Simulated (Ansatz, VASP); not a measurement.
## One calculation of Ca2Si, two programs

```xyz
3
Lattice="0.0000 3.4200 3.6653 3.4200 0.0000 3.6653 3.4200 3.4200 0.0000" Properties=species:S:1:pos:R:3 pbc="T T T"
Ca    5.1299    5.1299    5.4410
Ca    1.7100    1.7100    1.8895
Si    0.0000    0.0000    0.0000
```

Change from the starting cell: mode 6 frozen in at -0.054 Å, strain +e along z and -e/2 along x and y +0.0467.

Alike in both runs: task single point; functional LDA; k mesh 8 × 8 × 8; occupations gaussian, width 0.05 eV; no spin polarisation.

|  | VASP | Ansatz |
| --- | --- | --- |
| version | VASP 6.6.1 | Ansatz 0.2.0 |
| potentials or method | VASP PAW LDA potentials, release 64 (Ca_sv, Si), cutoff 520 eV | scalar-relativistic, plane waves, PAW |
| valence electrons in the cell | 24 | 24 |

|  | VASP | Ansatz | Ansatz less VASP |
| --- | --- | --- | --- |
| gap on the k mesh at the Fermi level (eV) | 0.05 | 0.05 | +0.007 |
| least direct gap on the mesh (eV) | 0.05 | 0.05 | +0.007 |
| pressure (GPa) | 0.1 | 0.0 | -0.11 |
| traceless stress, the component that is largest in VASP (GPa) | -3.22 | -3.23 | -0.009 |
| rms of the force components (eV/Å) | 0.114 | 0.113 | -0.0009 |

LDA's correlation is that of Perdew and Zunger in VASP and of Perdew and Wang (1992) in Ansatz. Atom by atom the forces differ by 0.001 eV/Å (rms over components).
